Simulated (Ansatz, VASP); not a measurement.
**InP: VASP beside Ansatz**

```xyz
2
Lattice="0.0000 2.9499 2.9499 2.9499 0.0000 2.9499 2.9499 2.9499 0.0000" Properties=species:S:1:pos:R:3 pbc="T T T"
In    0.0000    0.0000    0.0000
P     4.4249    4.4249    4.4249
```

Change from the starting cell: volume scaled by 1.02.

Alike in both runs: task single point; functional LDA; k mesh 8 × 8 × 8; occupations fermi-dirac, width 0.05 eV; no spin polarisation.

|  | VASP | Ansatz |
| --- | --- | --- |
| version | VASP 6.6.1 | Ansatz 0.2.0 |
| potentials or method | VASP PAW LDA potentials, release 64 (In_d, P), cutoff 520 eV | all-electron LAPW, scalar-relativistic |

```tsv
	VASP	Ansatz	Ansatz less VASP
gap on the k mesh at the Fermi level (eV)	0.40	0.37	-0.031
least direct gap on the mesh (eV)	0.40	0.37	-0.031
pressure (GPa)	-2.4	-2.4	-0.01
```

LDA's correlation is that of Perdew and Zunger in VASP and of Perdew and Wang (1992) in Ansatz. Ansatz ran all-electron here, and VASP with PAW potentials.
